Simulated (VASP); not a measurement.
# MgI2 (P-3m1) in VASP: further runs

MgI2 is run at these levels: PBE; tasks: single point, relaxation of cell and atoms.

Program: VASP 6.6.1. These are calculated values, not measurements. Logs are shortened: lines on timing, memory, paths and dates and some standing lists are left out, and cuts for length are marked.

### Step 1. The cell of the first run

It takes space group P-3m1 (No. 164, trigonal). Conventional cell: a = 4.208 Å, b = 4.208 Å, c = 7.751 Å, α = 90.00°, β = 90.00°, γ = 120.00°. Mg (site symmetry -3m) has 6 I at 2.95 Å within 3.9 Å. Within 3.9 Å of I (site symmetry 3m) lie 3 Mg at 2.95 Å.

### Step 2. Single point, PBE

INCAR reads:

```
  PREC = Accurate
  ENCUT = 520
  EDIFF = 1E-6
  ISMEAR = 0
  SIGMA = 0.02
  LREAL = False
  LASPH = True
  NELM = 100
  ALGO = Normal
  ISIF = 2
  LWAVE = False
  LCHARG = True
  GGA = PE
  LELF = True
  LVHAR = True
  NBANDS = 15
```

KPOINTS reads:

```
Automatic mesh
0
Gamma
  6 6 4
```

POSCAR reads:

```
MgI2
1.0
    4.2080408505      0.0000000029      0.0000000000
   -2.1040204277      3.6442702752      0.0000000000
    0.0000000000      0.0000000000      7.7505660595
Mg I
1 2
Direct
    0.0000000000      0.0000000000      0.0000000000
    0.3333333333      0.6666666667      0.2157418700
    0.6666666667      0.3333333333      0.7842581300
```

Potentials or basis: VASP PAW PBE potentials, release 64 (Mg, I).

Started as:

```
$ cat potpaw_PBE.64/Mg/POTCAR potpaw_PBE.64/I/POTCAR > POTCAR
$ mpirun -np 1 vasp_std > vasp.out
```

OUTCAR:

```text
PREC = Accurate
   ENCUT = 520
   EDIFF = 1E-6
   ISMEAR = 0
   LREAL = False
   LASPH = True
   NELM = 100
   ISIF = 2
   GGA = PE

 ion  position               nearest neighbor table
   1  0.000  0.000  0.000-   2 2.95   3 2.95   2 2.95   3 2.95   3 2.95   2 2.95
   2  0.333  0.667  0.216-   1 2.95   1 2.95   1 2.95
   3  0.667  0.333  0.784-   1 2.95   1 2.95   1 2.95

  LATTYP: Found a hexagonal cell.
 ALAT       =     4.2080408505
 C/A-ratio  =     1.8418466776

  Lattice vectors:

 A1 = (   4.2080408505,   0.0000000029,   0.0000000000)
 A2 = (  -2.1040204277,   3.6442702752,   0.0000000000)
 A3 = (   0.0000000000,   0.0000000000,   7.7505660595)

Analysis of symmetry for initial positions (statically):
=====================================================================
 Subroutine PRICEL returns:
 Original cell was already a primitive cell.

 Routine SETGRP: Setting up the symmetry group for a
 hexagonal supercell.

 Subroutine GETGRP returns: Found 12 space group operations
 (whereof 12 operations were pure point group operations)
 out of a pool of 24 trial point group operations.

The static configuration has the point symmetry D_3d.

Analysis of symmetry for dynamics (positions and initial velocities):
=====================================================================
 Subroutine PRICEL returns:
 Original cell was already a primitive cell.

 Routine SETGRP: Setting up the symmetry group for a
 hexagonal supercell.

 Subroutine GETGRP returns: Found 12 space group operations
 (whereof 12 operations were pure point group operations)
 out of a pool of 24 trial point group operations.

The dynamic configuration has the point symmetry D_3d.

 Subroutine INISYM returns: Found 12 space group operations
 (whereof 12 operations are pure point group operations),
 and found     1 'primitive' translations

----------------------------------------------------------------------------------------

                                     Primitive cell

  volume of cell :     118.8568

  direct lattice vectors                    reciprocal lattice vectors
     4.208040850  0.000000003  0.000000000     0.237640278  0.137201679  0.000000000
    -2.104020428  3.644270275  0.000000000    -0.000000000  0.274403358  0.000000000
     0.000000000  0.000000000  7.750566059     0.000000000  0.000000000  0.129022834

  length of vectors
     4.208040850  4.208040850  7.750566059     0.274403358  0.274403358  0.129022834

  position of ions in fractional coordinates (direct lattice)
     0.000000000  0.000000000  0.000000000
     0.333333333  0.666666667  0.215741870
     0.666666667  0.333333333  0.784258130

  ion indices of the primitive-cell ions
   primitive index   ion index
                 1           1
                 2           2
                 3           3

----------------------------------------------------------------------------------------

 KPOINTS: Automatic mesh

Automatic generation of k-mesh.
 Grid dimensions read from file:
 generate k-points for:    6    6    4

 Generating k-lattice:

  Cartesian coordinates                     Fractional coordinates (reciprocal lattice)
     0.039606713  0.022866946  0.000000000     0.166666667  0.000000000  0.000000000
    -0.000000000  0.045733893  0.000000000    -0.000000000  0.166666667  0.000000000
     0.000000000  0.000000000  0.032255709     0.000000000  0.000000000  0.250000000

  Length of vectors
     0.045733893  0.045733893  0.032255709

  Shift w.r.t. Gamma in fractional coordinates (k-lattice)
     0.000000000  0.000000000  0.000000000

 Subroutine IBZKPT returns following result:
 ===========================================

 Found     24 irreducible k-points:

 Following reciprocal coordinates:
            Coordinates               Weight
  0.000000  0.000000  0.000000      1.000000
  0.166667  0.000000  0.000000      6.000000
  0.333333 -0.000000  0.000000      6.000000
  0.500000  0.000000  0.000000      3.000000
  0.166667  0.166667  0.000000      6.000000
  0.333333  0.166667  0.000000     12.000000
[... 16 lines left out ...]
  0.333333  0.166667  0.500000     12.000000
  0.333333  0.333333  0.500000      2.000000
   k-points           NKPTS =     24   k-points in BZ     NKDIM =     24   number of bands    NBANDS=     15
   number of dos      NEDOS =    301   number of ions     NIONS =      3
   total plane-waves  NPLWV =  61440
   dimension x,y,z NGX =    32 NGY =   32 NGZ =   60
   dimension x,y,z NGXF=    64 NGYF=   64 NGZF=  120
   ions per type =               1   2
   NGX,Y,Z   is equivalent  to a cutoff of  12.64, 12.64, 12.87 a.u.
   NGXF,Y,Z  is equivalent  to a cutoff of  25.28, 25.28, 25.74 a.u.
 SYSTEM =  unknown system
   PREC   = accura    normal or accurate (medium, high low for compatibility)
   ISTART =      0    job   : 0-new  1-cont  2-samecut
   ICHARG =      2    charge: 1-file 2-atom 10-const
   ISPIN  =      1    spin polarized calculation?
[... 67 lines left out ...]
      5       0.6902      2.00000
      6       0.7199      2.00000
      7       0.9782      2.00000
      8       0.9782      2.00000
      9       4.6830      0.00000
     10       5.8740      0.00000
     11       7.6727      0.00000
     12       7.6727      0.00000
     13       7.9633      0.00000
     14       9.1348      0.00000
     15       9.1348      0.00000

 k-point     2 :       0.1667    0.0000    0.0000
  band No.  band energies     occupation
      1     -10.6470      2.00000
      2     -10.1630      2.00000
      3      -1.8933      2.00000
      4      -0.2585      2.00000
      5       0.2245      2.00000
      6       0.4072      2.00000
      7       0.7401      2.00000
      8       0.9137      2.00000
      9       5.4592      0.00000
     10       6.4115      0.00000
     11       7.1738      0.00000
     12       8.0749      0.00000
     13       8.1810      0.00000
     14       9.0465      0.00000
     15       9.4498      0.00000

 k-point     3 :       0.3333   -0.0000    0.0000
  band No.  band energies     occupation
      1     -10.3532      2.00000
      2     -10.0335      2.00000
      3      -1.9642      2.00000
      4      -1.3628      2.00000
      5      -0.5369      2.00000
      6       0.0006      2.00000
      7       0.5784      2.00000
      8       0.7012      2.00000
      9       5.0617      0.00000
     10       6.4687      0.00000
     11       7.1632      0.00000
     12       8.3135      0.00000
     13       8.3243      0.00000
     14       9.0477      0.00000
     15       9.9045      0.00000

 k-point     4 :       0.5000    0.0000    0.0000
  band No.  band energies     occupation
      1     -10.1553      2.00000
      2     -10.0008      2.00000
      3      -2.3607      2.00000
      4      -1.6922      2.00000
      5      -0.4063      2.00000
      6      -0.1672      2.00000
      7       0.3401      2.00000
      8       0.5898      2.00000
      9       4.6431      0.00000
     10       6.4203      0.00000
     11       6.7681      0.00000
     12       8.2369      0.00000
     13       8.4615      0.00000
     14       9.7223      0.00000
     15       9.8886      0.00000
[... 307 lines left out ...]
 k-point    22 :       0.1667    0.1667    0.5000
  band No.  band energies     occupation
      1     -10.4139      2.00000
      2     -10.0876      2.00000
      3      -1.7721      2.00000
      4      -1.0256      2.00000
      5      -0.4899      2.00000
      6       0.2540      2.00000
      7       0.2851      2.00000
      8       0.5505      2.00000
      9       5.6623      0.00000
     10       6.8496      0.00000
     11       7.6608      0.00000
     12       7.8642      0.00000
     13       8.2747      0.00000
     14       8.5989      0.00000
     15       9.6064      0.00000

 k-point    23 :       0.3333    0.1667    0.5000
  band No.  band energies     occupation
      1     -10.1567      2.00000
      2     -10.0018      2.00000
      3      -2.1568      2.00000
      4      -1.5776      2.00000
      5      -0.7402      2.00000
      6      -0.3075      2.00000
      7       0.2614      2.00000
      8       0.5065      2.00000
      9       5.2666      0.00000
     10       6.7764      0.00000
     11       7.3948      0.00000
     12       7.8873      0.00000
     13       8.0631      0.00000
     14       9.5122      0.00000
     15      10.0383      0.00000

 k-point    24 :       0.3333    0.3333    0.5000
  band No.  band energies     occupation
      1     -10.0197      2.00000
      2     -10.0197      2.00000
      3      -2.0070      2.00000
      4      -1.3820      2.00000
      5      -1.3820      2.00000
      6      -0.8627      2.00000
      7       0.3975      2.00000
      8       0.3975      2.00000
      9       5.5855      0.00000
     10       7.0723      0.00000
     11       7.0723      0.00000
     12       8.5851      0.00000
     13       9.3307      0.00000
     14       9.3393      0.00000
     15       9.6799      0.00000

------------------------ aborting loop because EDIFF is reached ----------------------------------------

  FORCE on cell =-STRESS in cart. coord.  units (eV):
  Direction    XX          YY          ZZ          XY          YZ          ZX
  --------------------------------------------------------------------------------------
  -------------------------------------------------------------------------------------
  Total       -0.0384172     -0.0384172     -0.0118601     -0.0000000      0.0000000     -0.0000000
  in kB       -0.5178593     -0.5178593     -0.1598724     -0.0000000      0.0000000     -0.0000000
  external PRESSURE =      -0.3985303 kB  Pullay stress =       0.0000000 kB

 VOLUME and BASIS-vectors are now :
 -----------------------------------------------------------------------------
  energy-cutoff  :      520.00
  volume of cell :      118.86
      direct lattice vectors                 reciprocal lattice vectors
     4.208040850  0.000000003  0.000000000     0.237640278  0.137201679  0.000000000
    -2.104020428  3.644270275  0.000000000    -0.000000000  0.274403358  0.000000000
     0.000000000  0.000000000  7.750566059     0.000000000  0.000000000  0.129022834

 POSITION                                       TOTAL-FORCE (eV/Angst)
 -----------------------------------------------------------------------------------
      0.00000      0.00000      0.00000         0.000000     -0.000000      0.000000
     -0.00000      2.42951      1.67212        -0.000000     -0.000000     -0.009509
      2.10402      1.21476      6.07844         0.000000      0.000000      0.009509
 -----------------------------------------------------------------------------------
    total drift:                                0.000000     -0.000000     -0.000000

  FREE ENERGIE OF THE ION-ELECTRON SYSTEM (eV)
  ---------------------------------------------------
  free  energy   TOTEN  =        -7.7387197526 eV

  energy  without entropy=       -7.7387197526  energy(sigma->0) =       -7.73871975
```

It took 40 s on 1 thread of AMD EPYC 7R43 (Zen 3), shared host; peak memory 0.21 GiB.

What came out:

```
Free energy            : -7.7387 eV
Pressure               : 0.0 GPa
Largest force          : 0.010 eV/Å
Band gap on the k mesh : 3.61 eV, indirect (least direct gap 3.70 eV)
```

Forces on the atoms (eV/Å):
```
Mg   0.000  0.000  0.000
I    0.000  0.000 -0.010
I    0.000  0.000  0.010
```

Levels at points of the mesh, in eV from the valence-band top:
```csv
k point,band 6,band 7,band 8,band 9,band 10,band 11
"(0.00, 0.00, 0.00)",-0.26,0.00,0.00,3.70,4.90,6.69
"(0.50, 0.00, 0.00)",-1.15,-0.64,-0.39,3.66,5.44,5.79
"(0.00, 0.00, 0.50)",-0.27,-0.02,-0.02,4.37,4.89,6.64
"(0.50, 0.00, 0.50)",-1.11,-0.63,-0.44,3.61,5.44,5.76
```

Caveat: spin-orbit coupling is left out, which moves the levels of the heavy elements; this functional lacks dispersion, which binds the layers, so the pressure and a relaxed spacing across them are unreliable. A k mesh can miss the band edges.

### Step 3. Relaxation of cell and atoms, PBE

This run uses another cell than the first one, of 36.11 Å³/atom, 0.911 times its volume.

INCAR reads:

```
SYSTEM = MgI2
PREC     = Accurate       ! precision mode
ENCUT    = 600            ! plane-wave cutoff, eV
EDIFF    = 1E-7           ! SCF threshold, eV
ISMEAR   = 0              ! smearing method
SIGMA    = 0.02           ! smearing width, eV
LREAL    = .False.        ! projectors in reciprocal space
LASPH    = .True.         ! aspherical terms in the spheres
NELM     = 100            ! most SCF steps
ALGO     = Normal         ! electronic algorithm
ISIF     = 3              ! what is computed and relaxed
LWAVE    = .False.        ! write WAVECAR
LCHARG   = .False.        ! write CHGCAR
GGA      = PE             ! functional
IBRION   = 2              ! ionic algorithm
NSW      = 100            ! ionic steps
EDIFFG   = -0.01          ! ionic threshold
```

KPOINTS reads:

```
Automatic mesh
0
Gamma
  6 6 4
  0 0 0
```

POSCAR reads:

```
MgI2
1.0
    4.1956844300      0.0000000000      0.0000000000
   -2.0978422200      3.6335694800      0.0000000000
    0.0000000000      0.0000000000      7.1057267200
Mg I
1 2
Direct
    0.0000000000      0.0000000000      0.0000000000
    0.3333333400      0.6666666900      0.2340768400
    0.6666666900      0.3333333400      0.7659231400
```

Potentials or basis: VASP PAW PBE potentials, release 64 (Mg, I).

Started as:

```
$ cat potpaw_PBE.64/Mg/POTCAR potpaw_PBE.64/I/POTCAR > POTCAR
$ mpirun -np 1 vasp_std > vasp.out
```

Run time: 9.6 min. Hardware: 1 thread of AMD EPYC 7R43 (Zen 3), shared host; peak memory 0.26 GiB.

Results (log left out):

```yaml
Free_energy: -7.7384 eV
Relaxed_volume: 39.40 Å³/atom
Relaxed_cell: a = 4.202 Å, b = 4.202 Å, c = 7.731 Å, α = 90.00°, β = 90.00°, γ = 120.00°
Space_group_after_relaxing_to_0.05_Å: P-3m1 (No. 164)
Energy_gained_by_relaxing: 4.6 meV/atom
Ionic_steps: 17
Pressure_after_relaxing: 0.0 GPa
Largest_force_after_relaxing: 0.008 eV/Å
Band_gap_on_the_k_mesh: 3.60 eV, indirect (least direct gap 3.71 eV)
```

Forces in eV/Å, atoms in the order of the input:
```
Mg   0.000  0.000  0.000
I    0.000  0.000 -0.008
I    0.000  0.000  0.008
```

Step by step:
```tsv
step	energy change (eV)	largest force (eV/Å)	pressure (GPa)	volume (Å³)
1	0.0000	0.0086	0.39	108.33
2	-0.0023	0.0628	0.04	109.73
3	-0.0023	0.0769	-0.03	110.01
4	-0.0032	0.0756	-0.03	110.21
5	-0.0053	0.0718	0.00	110.81
6	-0.0082	0.0654	0.06	111.99
7	-0.0091	0.0528	0.22	114.28
8	-0.0095	0.0552	0.16	113.48
9	-0.0105	0.0556	0.10	114.17
10	-0.0124	0.0560	-0.06	116.23
11	-0.0117	0.0556	-0.35	120.42
12	-0.0129	0.0542	-0.17	117.77
13	-0.0136	0.0012	-0.02	117.95
14	-0.0136	0.0038	0.00	117.96
15	-0.0137	0.0031	0.01	117.97
16	-0.0138	0.0019	0.05	117.99
17	-0.0138	0.0077	0.02	118.21
```

Final structure:
```
Mg I
1.0
     4.20194    0.00000    0.00000
    -2.10097    3.63898    0.00000
     0.00000    0.00000    7.73063
Mg I
1 2
Cartesian
  0.0000 0.0000 0.0000
  0.0000 2.4260 1.6736
  2.1010 1.2130 6.0570
```

Levels at points of the mesh, in eV from the valence-band top:
| k point | band 6 | band 7 | band 8 | band 9 | band 10 | band 11 |
| --- | --- | --- | --- | --- | --- | --- |
| (0.00, 0.00, 0.00) | -0.27 | 0.00 | 0.00 | 3.71 | 4.90 | 6.70 |
| (0.50, 0.00, 0.00) | -1.15 | -0.65 | -0.39 | 3.66 | 5.44 | 5.77 |
| (0.00, 0.00, 0.50) | -0.27 | -0.02 | -0.02 | 4.39 | 4.89 | 6.65 |
| (0.50, 0.00, 0.50) | -1.11 | -0.64 | -0.45 | 3.60 | 5.43 | 5.75 |

Caveat: spin-orbit coupling is left out, which moves the levels of the heavy elements; this functional lacks dispersion, which binds the layers, so the pressure and a relaxed spacing across them are unreliable.

### Step 4. Single point, PBE

This run uses another cell than the first one, of 36.11 Å³/atom, 0.911 times its volume.

INCAR reads:

```
PREC     = Accurate       # precision mode
ENCUT    = 520            # plane-wave cutoff, eV
EDIFF    = 1E-6           # SCF threshold, eV
ISMEAR   = 0              # smearing method
SIGMA    = 0.1            # smearing width, eV
LREAL    = False          # projectors in reciprocal space
LASPH    = True           # aspherical terms in the spheres
NELM     = 100            # most SCF steps
ALGO     = Normal         # electronic algorithm
ISIF     = 2              # what is computed and relaxed
LWAVE    = False          # write WAVECAR
LCHARG   = False          # write CHGCAR
GGA      = PE             # functional
NBANDS   = 15             # bands
```

KPOINTS reads:

```
Automatic mesh
0
Gamma
  6 6 4
```

POSCAR is that of step 3.

Started as:

```
$ cat potpaw_PBE.64/Mg/POTCAR potpaw_PBE.64/I/POTCAR > POTCAR
$ mpirun -np 1 vasp_std > vasp.out
```

It took 44 s on 1 thread of AMD EPYC 7R43 (Zen 3), shared host; peak memory 0.19 GiB.

The run converged. Its results:

```yaml
Free_energy: -7.7246 eV
Pressure: 0.4 GPa
Largest_force: 0.009 eV/Å
Band_gap_on_the_k_mesh: 3.60 eV, indirect (least direct gap 3.70 eV)
```

Forces in eV/Å, atoms in the order of the input:
```
Mg   0.000  0.000  0.000
I    0.000  0.000  0.009
I    0.000  0.000 -0.009
```

Stress tensor (GPa, compression positive):
```
0.29 0.00 0.00
0.00 0.29 0.00
0.00 0.00 0.60
```

Levels at points of the mesh, in eV from the valence-band top:
| k point | band 6 | band 7 | band 8 | band 9 | band 10 | band 11 |
| --- | --- | --- | --- | --- | --- | --- |
| (0.00, 0.00, 0.00) | -0.01 | -0.01 | 0.00 | 3.70 | 4.85 | 6.71 |
| (0.50, 0.00, 0.00) | -1.24 | -0.72 | -0.38 | 3.68 | 5.42 | 5.71 |
| (0.00, 0.00, 0.50) | -0.29 | -0.08 | -0.08 | 4.55 | 4.89 | 6.58 |
| (0.50, 0.00, 0.50) | -1.05 | -0.65 | -0.53 | 3.60 | 5.36 | 5.80 |

Caveat: spin-orbit coupling is left out, which moves the levels of the heavy elements; this functional lacks dispersion, which binds the layers, so the pressure and a relaxed spacing across them are unreliable. Expect the measured gap to be larger: semilocal functionals such as PBE lack the derivative discontinuity.

### Step 5. Summary

| task | cell | cutoff (eV) | smearing | gap on the mesh (eV) | pressure (GPa) | largest force (eV/Å) |
| --- | --- | --- | --- | --- | --- | --- |
| single point | a = 4.208, b = 4.208, c = 7.751 Å, angles 90.0, 90.0, 120.0°, 3 atoms | 520 | gaussian 0.02 eV | 3.61 | 0.0 | 0.01 |
| relaxation of cell and atoms | relaxed from a = 4.196, b = 4.196, c = 7.106 Å, angles 90.0, 90.0, 120.0°, 3 atoms | 600 | gaussian 0.02 eV | 3.60 | 0.0 | 0.01 |
| single point | a = 4.196, b = 4.196, c = 7.106 Å, angles 90.0, 90.0, 120.0°, 3 atoms | 520 | gaussian 0.1 eV | 3.60 | 0.4 | 0.01 |

Alike in all rows: level PBE; potentials or basis VASP PAW PBE potentials, release 64 (Mg, I); no spin polarisation; k mesh 6 × 6 × 4.

Caveats: spin-orbit coupling is left out, which moves the levels of the heavy elements; this functional lacks dispersion, which binds the layers, so the pressure and a relaxed spacing across them are unreliable.

Total energies depend on the potentials used, so only differences within one code and one set of settings carry meaning.
